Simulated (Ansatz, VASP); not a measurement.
FeRu in VASP and in Ansatz

Contents of INCAR:

```
SYSTEM = FeRu
PREC     = Accurate       ! precision mode
ENCUT    = 690            ! plane-wave cutoff, eV
EDIFF    = 1E-6           ! SCF threshold, eV
ISMEAR   = -1             ! smearing method
SIGMA    = 0.05           ! smearing width, eV
LREAL    = .FALSE.        ! projectors in reciprocal space
LASPH    = .TRUE.         ! aspherical terms in the spheres
NELM     = 120            ! most SCF steps
ALGO     = Normal         ! electronic algorithm
ISIF     = 2              ! what is computed and relaxed
LWAVE    = .FALSE.        ! write WAVECAR
LCHARG   = .FALSE.        ! write CHGCAR
GGA      = CA             ! functional
NBANDS   = 23             ! bands
GGA_COMPAT= .FALSE.
```

The input KPOINTS:

```
regular mesh
0
G
  12 12 7
  0 0 0
```

POSCAR

```
FeRu
1.0
    2.6428014205      0.0000000000      0.0000000000
   -1.3214007102      2.2887331673      0.0000000000
    0.0000000000      0.0000000000      4.0702270000
Fe Ru
1 1
Direct
    0.0000000000      0.0000000000      0.5000000000
    0.6666666667      0.3333333333      0.0000000000
```

Input for Ansatz:

```yaml
crystal:
  lattice:
    - [2.6428014205, 0.0, 0.0]
    - [-1.3214007102, 2.2887331673, 0.0]
    - [0.0, 0.0, 4.070227]
  atoms:
    - { symbol: Fe, position: [0.0, 0.0, 0.5] }
    - { symbol: Ru, position: [0.6666666667, 0.3333333333, 0.0] }
kpoints:
  mp_grid: { grid: [12, 12, 7] }
scf:
  occupations: { method: fermi_dirac, width: 0.05 }
hamiltonian:
  xc: lda
  pseudopotentials: { kind: paw }
output:
  forces: true
  stress: true
  eigenvalues: true
```

Alike in both runs: task single point; functional LDA; k mesh 12 × 12 × 7; occupations fermi-dirac, width 0.05 eV; no spin polarisation.

```csv
,VASP,Ansatz
version,VASP 6.6.1,Ansatz 0.2.0
potentials or method,"VASP PAW LDA potentials, release 64 (Fe_sv, Ru_sv)","PAW with Ansatz's default frozen-core files, scalar-relativistic"
plane-wave cutoff (eV),690,420
valence electrons in the cell,32,32
```

Ansatz gave:

| Quantity | Value |
| --- | --- |
| pressure (GPa) | -20.3 |
| traceless stress, the component that is largest in VASP (GPa) | 0.47 |

Problem. Which values does VASP return?

Solution. Pressure (GPa): -20.3; traceless stress, the component that is largest in VASP (GPa): 0.37.

LDA's correlation is that of Perdew and Zunger in VASP and of Perdew and Wang (1992) in Ansatz.
